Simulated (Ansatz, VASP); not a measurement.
# One calculation of SnO2, two programs

Contents of POSCAR:

```
SnO2
1.0
    4.6956274600      0.0000000000      0.0000000000
    0.0000000000      4.6956274600      0.0000000000
    0.0000000000      0.0000000000      3.1733777100
Sn O
2 4
Direct
    0.0000000000      0.0000000000      0.0000000000
    0.5000000000      0.5000000000      0.5000000000
    0.3070000000      0.3070000000      0.0000000000
    0.1930000000      0.8070000000      0.5000000000
    0.6930000000      0.6930000000      0.0000000000
    0.8070000000      0.1930000000      0.5000000000
```

Contents of INCAR.step1:

```
ALGO = Normal
EDIFF = 1E-4
ENCUT = 520
GGA = PE
ISMEAR = 1
LASPH = True
LCHARG = False
LREAL = False
LWAVE = True
NBANDS = 35
NELM = 100
PREC = Accurate
SIGMA = 0.0802
```

The input INCAR.step2:

```
ALGO = Normal
EDIFF = 1E-6
ENCUT = 520
ISIF = 2
ISMEAR = 1
ISTART = 1
LASPH = True
LCHARG = False
LMIXTAU = True
LREAL = False
LWAVE = False
METAGGA = R2SCAN
NBANDS = 35
NELM = 100
PREC = Accurate
SIGMA = 0.0802
```

KPOINTS

```
k-points
0
Gamma
  6 6 8
```

Input for Ansatz:

```yaml
crystal:
  lattice:
    - [4.69562746, 0.0, 0.0]
    - [0.0, 4.69562746, 0.0]
    - [0.0, 0.0, 3.17337771]
  atoms:
    - { symbol: Sn, position: [0.0, 0.0, 0.0] }
    - { symbol: Sn, position: [0.5, 0.5, 0.5] }
    - { symbol: O, position: [0.307, 0.307, 0.0] }
    - { symbol: O, position: [0.193, 0.807, 0.5] }
    - { symbol: O, position: [0.693, 0.693, 0.0] }
    - { symbol: O, position: [0.807, 0.193, 0.5] }
  symmetry: { tolerance: 0.0003 }
kpoints:
  mp_grid: { grid: [6, 6, 8], shift: [0, 0, 0] }
  band_path:
    path:
      - [0.0, 0.0, 0.0]
      - [0.0, 0.5, 0.0]
      - [0.5, 0.5, 0.0]
      - [0.0, 0.0, 0.0]
      - [0.0, 0.0, 0.5]
      - [0.0, 0.5, 0.5]
      - [0.5, 0.5, 0.5]
      - [0.0, 0.0, 0.5]
      - [0.0, 0.5, 0.0]
      - [0.0, 0.5, 0.5]
      - [0.5, 0.5, 0.0]
    npoints: 6
magnetization:
  spin_polarized: false
scf:
  occupations: { method: cold, width: 0.0802 }
  lower_state_search: "off"
  max_iter: 200
hamiltonian:
  pseudopotentials: { kind: paw }
  xc: r2scan
basis:
  ecutwfc: 500
  fft_grid_basis: typed
output:
  forces: true
  stress: true
  eigenvalues: true
  bader: true
  populations: true
  elf: true
  write_potential: true
  volumetric_format: npy
  dos:
    e_range: [-12, 8]
    de: 0.05
    projected: { site_lists: { O: [O], Sn: [Sn] } }
checkpoint:
  read: saved_state
```

Alike in both runs: task single point; functional r2SCAN; k mesh 6 × 6 × 8; no spin polarisation.

```csv
,VASP,Ansatz
version,VASP 6.6.1,Ansatz 0.2.0
potentials or method,"VASP PAW PBE potentials, release 64 (Sn_d, O), cutoff 520 eV",PAW plane waves
occupations,"methfessel-paxton of order 1, width 0.0802 eV","cold, width 0.0802 eV"
valence electrons in the cell,52,52
```

|  | VASP | Ansatz | Ansatz less VASP |
| --- | --- | --- | --- |
| gap on the k mesh at the Fermi level (eV) | 2.24 | 2.21 | -0.031 |
| pressure (GPa) | 9.7 | 8.5 | -1.27 |
| traceless stress, the component that is largest in VASP (GPa) | 1.43 | 1.01 | -0.430 |
| rms of the force components (eV/Å) | 0.156 | 0.140 | -0.0157 |

VASP's potentials were made for PBE, not for r2SCAN. Atom by atom the forces differ by 0.016 eV/Å (rms over components).
